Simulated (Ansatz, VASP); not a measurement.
## One calculation of V, two programs

```
V
1.0
    -0.07565    2.04813    1.85486
     1.90213    0.02634    1.75288
     1.88239    1.92639    0.04608
V
1
Direct
  0.00000 0.00000 0.00000
```

Change from the starting cell: cell sheared at random, sigma 0.06, atoms nudged by 0.01 Å.

Alike in both runs: task single point; functional PBE; k mesh 11 × 12 × 12; occupations fermi-dirac, width 0.05 eV; collinear spin.

```csv
,VASP,Ansatz
version,VASP 6.6.1,Ansatz 0.2.0
potentials or method,"VASP PAW PBE potentials, release 64 (V_sv), cutoff 520 eV","all-electron LAPW, scalar-relativistic"
```

Ansatz gave:

* gap on the k mesh at the Fermi level (eV): none
* pressure (GPa): 3.4
* traceless stress, the component that is largest in VASP (GPa): -11.80
* net moment per atom (μB): 0.00

Task: Estimate VASP's values.

Result: gap on the k mesh at the Fermi level (eV): none; pressure (GPa): 3.6; traceless stress, the component that is largest in VASP (GPa): -11.77; net moment per atom (μB): 0.00.

A gap of «none» marks a metal or a gap that the smearing closes. Ansatz ran all-electron here, and VASP with PAW potentials.
